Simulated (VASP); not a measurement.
**Sn4O7 (a cell with a defect): single point with PBE+D3(BJ)**

The system is Sn4O7 (a cell with a defect).

```
Sn O
1.0
     3.23755    1.86920    4.29289
    -3.23755    1.86920    4.29289
     0.00000   -3.73840    4.29289
Sn O
4 7
Cartesian
  0.0000 0.0000 11.1373
  0.0000 -1.8692 6.8444
  -1.6188 0.9346 6.8444
  1.6188 0.9346 6.8444
  1.6188 -0.9346 5.8534
  0.0000 1.8692 5.8534
  0.0000 0.0000 7.8354
  0.0000 0.0000 1.5605
  0.6204 -2.2274 2.3457
  -1.6188 0.9346 3.5425
  1.6188 0.9346 3.5425
```

This cell differs from its parent crystal: atoms taken out, atom 9 moved 0.500 of the way to it and -0.300 Å across, host rigid.

```
Program                : VASP 6.6.1
Task                   : single point
Functional             : PBE
Dispersion             : D3(BJ)
Potentials or basis    : VASP PAW PBE potentials, release 64 (Sn_d, O)
Cutoff                 : 520 eV
k mesh                 : 6 × 6 × 6
Occupations            : gaussian, width 0.05 eV
Spin                   : no spin polarisation
Dipole correction      : no
Charge                 : 2
Further INCAR settings : ALGO = Normal; EDIFF = 1e-06; NBANDS = 60; NELECT = 96.0
```

| Item | Value |
| --- | --- |
| Largest force | 16.437 eV/Å |
| Dispersion energy per atom | -0.200 eV |

Forces on the atoms (eV/Å):
```
Sn   -6.710 -14.928   1.517
Sn    2.250  -1.299   1.933
Sn    9.573  13.275   1.517
Sn   -1.652   0.954  -2.681
O    -1.135   0.315   0.033
O     0.125  -0.072   0.027
O    -0.197  -0.605  -0.101
O    -0.840   0.825   0.033
O    -1.724   0.995  -2.187
O     0.426   0.473  -0.101
O    -0.116   0.067   0.011
```

Levels at points of the mesh, in eV from the Fermi level:
```
           k point  band 46  band 47  band 48  band 49  band 50  band 51
(0.00, 0.00, 0.00)    -0.60    -0.57    -0.05     0.03     2.87     3.86
(0.50, 0.00, 0.00)    -0.82    -0.61    -0.12     1.68     2.48     4.25
(0.00, 0.50, 0.00)    -0.77    -0.39    -0.27     1.71     2.66     3.51
(0.50, 0.50, 0.00)    -1.31    -0.54    -0.43     2.29     2.47     4.45
(0.50, 0.00, 0.50)    -1.03    -0.66    -0.22     1.99     2.40     3.99
(0.50, 0.50, 0.50)    -1.35    -1.23    -1.22     1.57     2.71     4.30
```

Run time: 5.2 min on 4 MPI ranks on Intel(R) Xeon(R) Platinum 8488C (Sapphire Rapids) (shared host), peak memory 0.56 GiB a rank.

Caveat: the cell carries a net charge on a neutralising background, which shifts energy and pressure; the cell differs from its parent crystal (atoms taken out, atom 9 moved 0.500 of the way to it and -0.300 Å across, host rigid); the cell is charged against a uniform background, so pressure and absolute levels hang on convention; spin-orbit coupling is left out, which moves the levels of the heavy elements.
